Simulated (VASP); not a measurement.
# HgTe (F-43m) in VASP: notebook

Runs on HgTe. Level: PBE. Tasks: single point.

All numbers are computed with VASP 6.6.1; they aren't measurements. Logs are shortened: lines on timing, memory, paths and dates and some standing lists are left out, and cuts for length are marked.

## (1) The cell of the first run

Symmetry: F-43m, No. 216, cubic system. Conventional cell: a = 6.360 Å, b = 6.360 Å, c = 6.360 Å, α = 90.00°, β = 90.00°, γ = 90.00°. Hg (site symmetry -43m) has 4 Te at 2.75 Å within 3.6 Å. Te (site symmetry -43m) has 4 Hg at 2.75 Å within 3.6 Å.

## (2) Single point, PBE

Contents of INCAR:

```
  PREC = Accurate
  ENCUT = 500
  EDIFF = 1E-6
  ISMEAR = 0
  SIGMA = 0.02
  LREAL = F
  LASPH = T
  NELM = 120
  ALGO = Normal
  ISIF = 2
  LWAVE = F
  LCHARG = F
  GGA = PE
  NBANDS = 16
  GGA_COMPAT = F
```

Contents of KPOINTS:

```
regular mesh
0
Gamma
  6 6 6
```

Contents of POSCAR:

```
HgTe
1.0
    0.0000000000      3.1800000000      3.1800000000
    3.1800000000      0.0000000000      3.1800000000
    3.1800000000      3.1800000000      0.0000000000
Hg Te
1 1
Direct
    0.0000000000      0.0000000000      0.0000000000
    0.7500000000      0.7500000000      0.7500000000
```

Potentials or basis: VASP PAW PBE potentials, release 64 (Hg, Te).

The run is started by

```console
cat potpaw_PBE.64/Hg/POTCAR potpaw_PBE.64/Te/POTCAR > POTCAR
mpirun -np 1 vasp_std > vasp.out
```

OUTCAR:

```text
PREC = Accurate
   ENCUT = 500
   EDIFF = 1E-6
   ISMEAR = 0
   LREAL = F
   LASPH = T
   NELM = 120
   ISIF = 2
   GGA = PE

 ion  position               nearest neighbor table
   1  0.000  0.000  0.000-   2 2.75   2 2.75   2 2.75   2 2.75
   2  0.750  0.750  0.750-   1 2.75   1 2.75   1 2.75   1 2.75

  LATTYP: Found a face centered cubic cell.
 ALAT       =     6.3600000000

  Lattice vectors:

 A1 = (   0.0000000000,   3.1800000000,   3.1800000000)
 A2 = (   3.1800000000,   0.0000000000,   3.1800000000)
 A3 = (   3.1800000000,   3.1800000000,   0.0000000000)

Analysis of symmetry for initial positions (statically):
=====================================================================
 Subroutine PRICEL returns:
 Original cell was already a primitive cell.

 Routine SETGRP: Setting up the symmetry group for a
 face centered cubic supercell.

 Subroutine GETGRP returns: Found 24 space group operations
 (whereof 24 operations were pure point group operations)
 out of a pool of 48 trial point group operations.

The static configuration has the point symmetry T_d .

Analysis of symmetry for dynamics (positions and initial velocities):
=====================================================================
 Subroutine PRICEL returns:
 Original cell was already a primitive cell.

 Routine SETGRP: Setting up the symmetry group for a
 face centered cubic supercell.

 Subroutine GETGRP returns: Found 24 space group operations
 (whereof 24 operations were pure point group operations)
 out of a pool of 48 trial point group operations.

The dynamic configuration has the point symmetry T_d .

 Subroutine INISYM returns: Found 24 space group operations
 (whereof 24 operations are pure point group operations),
 and found     1 'primitive' translations

----------------------------------------------------------------------------------------

                                     Primitive cell

  volume of cell :      64.3149

  direct lattice vectors                    reciprocal lattice vectors
     0.000000000  3.180000000  3.180000000    -0.157232704  0.157232704  0.157232704
     3.180000000  0.000000000  3.180000000     0.157232704 -0.157232704  0.157232704
     3.180000000  3.180000000  0.000000000     0.157232704  0.157232704 -0.157232704

  length of vectors
     4.497199128  4.497199128  4.497199128     0.272335033  0.272335033  0.272335033

  position of ions in fractional coordinates (direct lattice)
     0.000000000  0.000000000  0.000000000
     0.750000000  0.750000000  0.750000000

  ion indices of the primitive-cell ions
   primitive index   ion index
                 1           1
                 2           2

----------------------------------------------------------------------------------------

 KPOINTS: regular mesh

Automatic generation of k-mesh.
 Grid dimensions read from file:
 generate k-points for:    6    6    6

 Generating k-lattice:

  Cartesian coordinates                     Fractional coordinates (reciprocal lattice)
    -0.026205451  0.026205451  0.026205451     0.166666667  0.000000000  0.000000000
     0.026205451 -0.026205451  0.026205451     0.000000000  0.166666667  0.000000000
     0.026205451  0.026205451 -0.026205451     0.000000000  0.000000000  0.166666667

  Length of vectors
     0.045389172  0.045389172  0.045389172

  Shift w.r.t. Gamma in fractional coordinates (k-lattice)
     0.000000000  0.000000000  0.000000000

 Subroutine IBZKPT returns following result:
 ===========================================

 Found     16 irreducible k-points:

 Following reciprocal coordinates:
            Coordinates               Weight
  0.000000  0.000000  0.000000      1.000000
  0.166667  0.000000  0.000000      8.000000
  0.333333  0.000000  0.000000      8.000000
  0.500000  0.000000  0.000000      4.000000
  0.166667  0.166667  0.000000      6.000000
  0.333333  0.166667  0.000000     24.000000
[... 8 lines left out ...]
 -0.333333  0.333333  0.166667     24.000000
 -0.333333  0.500000  0.166667     12.000000
   k-points           NKPTS =     16   k-points in BZ     NKDIM =     16   number of bands    NBANDS=     16
   number of dos      NEDOS =    301   number of ions     NIONS =      2
   total plane-waves  NPLWV =  46656
   dimension x,y,z NGX =    36 NGY =   36 NGZ =   36
   dimension x,y,z NGXF=    72 NGYF=   72 NGZF=   72
   ions per type =               1   1
   NGX,Y,Z   is equivalent  to a cutoff of  13.31, 13.31, 13.31 a.u.
   NGXF,Y,Z  is equivalent  to a cutoff of  26.62, 26.62, 26.62 a.u.
 SYSTEM =  unknown system
   PREC   = accura    normal or accurate (medium, high low for compatibility)
   ISTART =      0    job   : 0-new  1-cont  2-samecut
   ICHARG =      2    charge: 1-file 2-atom 10-const
   ISPIN  =      1    spin polarized calculation?
   LNONCOLLINEAR =      F non collinear calculations
   LSORBIT =      F    spin-orbit coupling
   LASPH  =      T    aspherical Exc in radial PAW
   ENCUT  =  500.0 eV  36.75 Ry    6.06 a.u.   8.20  8.20  8.20*2*pi/ulx,y,z
   NELM   =    120;   NELMIN=  2; NELMDL= -5     # of ELM steps
   EDIFF  = 0.1E-05   stopping-criterion for ELM
   LREAL  =      F    real-space projection
   EDIFFG = 0.1E-04   stopping-criterion for IOM
   NSW    =      0    number of steps for IOM
   IBRION =     -1    ionic relax: 0-MD 1-quasi-New 2-CG
   NFREE  =      0    steps in history (QN), initial steepest desc. (CG)
   ISIF   =      2    stress and relaxation
   ISYM   =      2    0-nonsym 1-usesym 2-fastsym
   POTIM  = 0.5000    time-step for ionic-motion
   TEBEG  =    0.0;   TEEND  =   0.0 temperature during run
   PSTRESS=    0.0 pullay stress
   NELECT =      18.0000    total number of electrons
   NUPDOWN=      -1.0000    fix difference up-down
   EMIN   =  10.00;   EMAX   =-10.00  energy-range for DOS
   EFERMI =   0.00;   METHOD = LEGACY
   ISMEAR =     0;   SIGMA  =   0.02  broadening in eV -4-tet -1-fermi 0-gaus
   EFERMI_NEDOS =   21; number of points for ismear=-14 and -15
   IALGO  =     38    algorithm
   IMIX   =      4    mixing-type and parameters
     AMIX     =   0.40;   BMIX     =  1.00
     AMIX_MAG =   1.60;   BMIX_MAG =  1.00
  volume/ion in A,a.u.               =      32.16       217.01
  Fermi-wavevector in a.u.,A,eV,Ry     =   1.070850  2.023613 15.602062  1.146719
  Thomas-Fermi vector in A             =   2.206572
   LORBIT       =      0    0 simple, 1 ext, 2 COOP (PROOUT), +10 PAW based schemes
   GGA     = PE    functional components
   LHFCALC =     F    Hartree Fock is set to
   AEXX    =    0.0000 exact exchange contribution
   IVDW    =     0    specifies the selected vdW correction
   LEPSILON=     F    determine dielectric tensor
   LRPA    =     F    only Hartree local field effects (RPA)
 non-spin polarized calculation
 Gauss-broadening in eV      SIGMA  =   0.02
  energy-cutoff  :      500.00
  volume of cell :       64.31
 maximum number of plane-waves:      1660
 NGX is ok and might be reduce to    36
   NGX = 17   NGY = 17   NGZ = 17

 number of electron      17.9999998 magnetization

 Free energy of the ion-electron system (eV)
  ---------------------------------------------------
  ext. energy  EPLUGINS =         0.00000000
  ---------------------------------------------------
  free energy    TOTEN  =        -3.46853728 eV

  energy without entropy =       -3.46839444  energy(sigma->0) =       -3.46846586

 E-fermi :   3.6433     XC(G=0):  -8.9655

 val. band max:        3.6372284217   @ k =   0.0000   0.0000   0.0000
 cond. band min:       4.3414961474   @ k =   0.5000   0.0000   0.0000
 fundamental gap:      0.7042677257
 Fermi energy:         3.6433197982

 k-point     1 :       0.0000    0.0000    0.0000
  band No.  band energies     occupation
      1      -8.7167      2.00000
      2      -4.0220      2.00000
      3      -4.0220      2.00000
      4      -4.0220      2.00000
      5      -3.4318      2.00000
      6      -3.4318      2.00000
[... 8 lines left out ...]
     15      13.2552      0.00000
     16      13.2552      0.00000

 k-point     2 :       0.1667    0.0000    0.0000
  band No.  band energies     occupation
      1      -8.5700      2.00000
      2      -3.9819      2.00000
      3      -3.9819      2.00000
      4      -3.9672      2.00000
      5      -3.4353      2.00000
      6      -3.4353      2.00000
[... 8 lines left out ...]
     15      12.1910      0.00000
     16      12.1910      0.00000

 k-point     3 :       0.3333    0.0000    0.0000
  band No.  band energies     occupation
      1      -8.2534      2.00000
      2      -3.9125      2.00000
      3      -3.9125      2.00000
      4      -3.6618      2.00000
      5      -3.4250      2.00000
      6      -3.4250      2.00000
[... 8 lines left out ...]
     15      12.5291      0.00000
     16      12.5291      0.00000

 k-point     4 :       0.5000    0.0000    0.0000
  band No.  band energies     occupation
      1      -8.0828      2.00000
      2      -3.8858      2.00000
      3      -3.8858      2.00000
      4      -3.4082      2.00000
      5      -3.4082      2.00000
      6      -3.0931      2.00000
[... 8 lines left out ...]
     15      13.7377      0.00000
     16      13.7377      0.00000

 k-point     5 :       0.1667    0.1667    0.0000
  band No.  band energies     occupation
      1      -8.5204      2.00000
      2      -4.0056      2.00000
      3      -3.9409      2.00000
      4      -3.9409      2.00000
      5      -3.4592      2.00000
      6      -3.4145      2.00000
[... 8 lines left out ...]
     15      12.1817      0.00000
     16      13.3809      0.00000

 k-point     6 :       0.3333    0.1667    0.0000
  band No.  band energies     occupation
      1      -8.2570      2.00000
      2      -3.9277      2.00000
      3      -3.8596      2.00000
      4      -3.7839      2.00000
      5      -3.4427      2.00000
      6      -3.4005      2.00000
[... 8 lines left out ...]
     15      13.0446      0.00000
     16      13.3798      0.00000

 k-point     7 :       0.5000    0.1667    0.0000
  band No.  band energies     occupation
      1      -8.0302      2.00000
      2      -3.8703      2.00000
      3      -3.8252      2.00000
      4      -3.4981      2.00000
      5      -3.4027      2.00000
      6      -3.1425      2.00000
[... 8 lines left out ...]
     15      13.3692      0.00000
     16      13.8679      0.00000

 k-point     8 :      -0.3333    0.1667    0.0000
  band No.  band energies     occupation
      1      -8.0878      2.00000
      2      -3.8653      2.00000
      3      -3.8569      2.00000
      4      -3.4972      2.00000
      5      -3.4413      2.00000
      6      -3.3184      2.00000
[... 8 lines left out ...]
     15      12.5182      0.00000
     16      13.8392      0.00000

 k-point     9 :      -0.1667    0.1667    0.0000
  band No.  band energies     occupation
      1      -8.3640      2.00000
      2      -3.9350      2.00000
      3      -3.9141      2.00000
      4      -3.8491      2.00000
      5      -3.4567      2.00000
      6      -3.4085      2.00000
[... 8 lines left out ...]
     15      12.6002      0.00000
     16      12.8677      0.00000

 k-point    10 :       0.3333    0.3333    0.0000
  band No.  band energies     occupation
      1      -8.0922      2.00000
      2      -3.9007      2.00000
      3      -3.7516      2.00000
      4      -3.7516      2.00000
      5      -3.3909      2.00000
      6      -3.3795      2.00000
[... 8 lines left out ...]
     15      13.7061      0.00000
     16      15.4395      0.00000

 k-point    11 :       0.5000    0.3333    0.0000
  band No.  band energies     occupation
      1      -7.9185      2.00000
      2      -3.8367      2.00000
      3      -3.6999      2.00000
      4      -3.6361      2.00000
      5      -3.3823      2.00000
      6      -3.0662      2.00000
[... 8 lines left out ...]
     15      14.1101      0.00000
     16      15.1757      0.00000

 k-point    12 :      -0.3333    0.3333    0.0000
  band No.  band energies     occupation
      1      -7.9181      2.00000
      2      -3.8291      2.00000
      3      -3.7488      2.00000
      4      -3.5014      2.00000
      5      -3.4240      2.00000
      6      -2.9575      2.00000
[... 8 lines left out ...]
     15      12.7188      0.00000
     16      15.5214      0.00000

 k-point    13 :       0.5000    0.5000    0.0000
  band No.  band energies     occupation
      1      -7.8591      2.00000
      2      -3.8538      2.00000
      3      -3.6390      2.00000
      4      -3.6390      2.00000
      5      -3.3620      2.00000
      6      -2.9201      2.00000
[... 8 lines left out ...]
     15      13.9311      0.00000
     16      15.2077      0.00000

 k-point    14 :       0.5000    0.3333    0.1667
  band No.  band energies     occupation
      1      -8.0338      2.00000
      2      -3.8400      2.00000
      3      -3.8036      2.00000
      4      -3.6172      2.00000
      5      -3.4062      2.00000
      6      -3.2830      2.00000
[... 8 lines left out ...]
     15      13.9964      0.00000
     16      14.7867      0.00000

 k-point    15 :      -0.3333    0.3333    0.1667
  band No.  band energies     occupation
      1      -7.9181      2.00000
      2      -3.8116      2.00000
      3      -3.7666      2.00000
      4      -3.4897      2.00000
      5      -3.4476      2.00000
      6      -2.9241      2.00000
[... 8 lines left out ...]
     15      14.0809      0.00000
     16      14.7655      0.00000

 k-point    16 :      -0.3333    0.5000    0.1667
  band No.  band energies     occupation
      1      -7.8604      2.00000
      2      -3.7973      2.00000
      3      -3.7020      2.00000
      4      -3.5711      2.00000
      5      -3.4148      2.00000
      6      -2.7717      2.00000
[... 8 lines left out ...]
     15      14.6342      0.00000
     16      14.9477      0.00000

------------------------ aborting loop because EDIFF is reached ----------------------------------------

  FORCE on cell =-STRESS in cart. coord.  units (eV):
  Direction    XX          YY          ZZ          XY          YZ          ZX
  --------------------------------------------------------------------------------------
  -------------------------------------------------------------------------------------
  Total        2.6758022      2.6758022      2.6758022      0.0000000      0.0000000      0.0000000
  in kB       66.6581475     66.6581475     66.6581475      0.0000000      0.0000000      0.0000000
  external PRESSURE =      66.6581475 kB  Pullay stress =       0.0000000 kB

 VOLUME and BASIS-vectors are now :
 -----------------------------------------------------------------------------
  energy-cutoff  :      500.00
  volume of cell :       64.31
      direct lattice vectors                 reciprocal lattice vectors
     0.000000000  3.180000000  3.180000000    -0.157232704  0.157232704  0.157232704
     3.180000000  0.000000000  3.180000000     0.157232704 -0.157232704  0.157232704
     3.180000000  3.180000000  0.000000000     0.157232704  0.157232704 -0.157232704

 POSITION                                       TOTAL-FORCE (eV/Angst)
 -----------------------------------------------------------------------------------
      0.00000      0.00000      0.00000        -0.000000     -0.000000     -0.000000
      4.77000      4.77000      4.77000         0.000000      0.000000      0.000000
 -----------------------------------------------------------------------------------
    total drift:                               -0.000000     -0.000000     -0.000000

  FREE ENERGIE OF THE ION-ELECTRON SYSTEM (eV)
  ---------------------------------------------------
  free  energy   TOTEN  =        -3.4685372762 eV

  energy  without entropy=       -3.4683944407  energy(sigma->0) =       -3.46846586
```

Wall time 18 s (1 thread of AMD EPYC 7R43 (Zen 3), shared host); peak memory 0.18 GiB.

Results:

| Property | Result |
| --- | --- |
| Free energy | -3.4685 eV |
| Pressure | 6.7 GPa |
| Band gap on the k mesh | zero (filled and empty bands touch) |

Levels at points of the mesh, in eV from the Fermi level:
```tsv
k point	band 5	band 6	band 7	band 8	band 9	band 10	band 11	band 12	band 13	band 14
(0.00, 0.00, 0.00)	-7.08	-7.08	-0.61	-0.01	-0.01	-0.01	4.13	4.13	4.13	6.45
(0.50, 0.00, 0.00)	-7.05	-6.74	-5.83	-1.10	-1.10	0.70	4.97	4.97	6.83	8.03
(0.50, 0.50, 0.00)	-7.01	-6.56	-5.72	-2.50	-2.50	1.86	2.35	8.40	9.05	9.05
```

Caveat: spin-orbit coupling is left out, which moves the levels of the heavy elements.

## (3) Single point, PBE

Contents of INCAR:

```
SYSTEM = HgTe
ALGO = Normal
EDIFF = 1E-6
ENCUT = 500
GGA = PE
GGA_COMPAT = .FALSE.
ISIF = 2
ISMEAR = 1
LASPH = .TRUE.
LCHARG = .TRUE.
LELF = .TRUE.
LREAL = .FALSE.
LVHAR = .TRUE.
LWAVE = .FALSE.
NBANDS = 16
NELM = 120
PREC = Accurate
SIGMA = 0.3
```

Contents of KPOINTS:

```
k-points
0
G
  6 6 6
  0 0 0
```

POSCAR is that of step 2.

Potentials or basis: VASP PAW PBE potentials, release 64 (Hg, Te).

The run is started by

```console
cat potpaw_PBE.64/Hg/POTCAR potpaw_PBE.64/Te/POTCAR > POTCAR
mpirun -np 1 vasp_std > vasp.out
```

Run time: 19 s. Hardware: 1 thread of AMD EPYC 7R43 (Zen 3), shared host; peak memory 0.18 GiB.

Results (log left out):

| Quantity | Value |
| --- | --- |
| Free energy | -3.4682 eV |
| Pressure | 6.7 GPa |
| Band gap on the k mesh | zero (filled and empty bands touch) |

Levels at points of the mesh, in eV from the Fermi level:
```csv
k point,band 5,band 6,band 7,band 8,band 9,band 10,band 11,band 12,band 13,band 14
"(0.00, 0.00, 0.00)",-7.05,-7.05,-0.58,0.02,0.02,0.02,4.15,4.15,4.15,6.48
"(0.50, 0.00, 0.00)",-7.02,-6.71,-5.81,-1.07,-1.07,0.73,5.00,5.00,6.86,8.06
"(0.50, 0.50, 0.00)",-6.98,-6.53,-5.69,-2.47,-2.47,1.89,2.38,8.43,9.08,9.08
```

Caveat: spin-orbit coupling is left out, which moves the levels of the heavy elements.

## (4) Single point, PBE

Contents of INCAR:

```
SYSTEM = HgTe
  PREC = Accurate
  ENCUT = 500
  EDIFF = 1E-6
  ISMEAR = 0
  SIGMA = 0.02
  LREAL = .FALSE.
  LASPH = .TRUE.
  NELM = 120
  ALGO = Normal
  ISIF = 2
  LWAVE = .FALSE.
  LCHARG = .FALSE.
  GGA = PE
  NBANDS = 16
  GGA_COMPAT = .FALSE.
```

Contents of KPOINTS:

```
Automatic mesh
0
G
  6 6 6
  0 0 0
```

POSCAR is that of step 3.

The run is started by

```console
cat potpaw_PBE.64/Hg/POTCAR potpaw_PBE.64/Te/POTCAR > POTCAR
mpirun -np 1 vasp_std > vasp.out
```

It took 19 s on 1 thread of AMD EPYC 7R43 (Zen 3), shared host; peak memory 0.18 GiB.

Results (log left out):

```yaml
Free_energy: -3.4685 eV
Pressure: 6.7 GPa
Band_gap_on_the_k_mesh: zero (filled and empty bands touch)
```

Levels at points of the mesh, in eV from the Fermi level:
```csv
k point,band 7,band 8,band 9,band 10,band 11,band 12
"(0.00, 0.00, 0.00)",-0.61,-0.01,-0.01,-0.01,4.13,4.13
"(0.50, 0.00, 0.00)",-5.83,-1.10,-1.10,0.70,4.97,4.97
"(0.50, 0.50, 0.00)",-5.72,-2.50,-2.50,1.86,2.35,8.40
```

Caveat: spin-orbit coupling is left out, which moves the levels of the heavy elements.

## (5) Single point, PBE

Contents of INCAR:

```
PREC = Accurate
ENCUT = 500
EDIFF = 1E-6
ISMEAR = -1
SIGMA = 0.3
LREAL = F
LASPH = T
NELM = 120
ALGO = Normal
ISIF = 2
LWAVE = F
LCHARG = F
GGA = PE
NBANDS = 16
GGA_COMPAT = F
```

Contents of KPOINTS:

```
regular mesh
0
Gamma
  6 6 6
```

POSCAR is that of step 4.

The run is started by

```console
cat potpaw_PBE.64/Hg/POTCAR potpaw_PBE.64/Te/POTCAR > POTCAR
mpirun -np 1 vasp_std > vasp.out
```

Run time: 22 s. Hardware: 1 thread of AMD EPYC 7R43 (Zen 3), shared host; peak memory 0.18 GiB.

Results (log left out):

| Item | Value |
| --- | --- |
| Free energy | -3.4961 eV |
| Pressure | 6.8 GPa |
| Band gap on the k mesh | zero (filled and empty bands touch) |

Levels at points of the mesh, in eV from the Fermi level:
```csv
k point,band 6,band 7,band 8,band 9,band 10,band 11,band 12,band 13
"(0.00, 0.00, 0.00)",-7.35,-0.90,-0.29,-0.29,-0.29,3.84,3.84,3.84
"(0.50, 0.00, 0.00)",-7.02,-6.12,-1.38,-1.38,0.41,4.69,4.69,6.54
"(0.50, 0.50, 0.00)",-6.84,-6.00,-2.79,-2.79,1.58,2.06,8.11,8.77
```

Caveat: spin-orbit coupling is left out, which moves the levels of the heavy elements.

(Continued in part 2 of 2.)
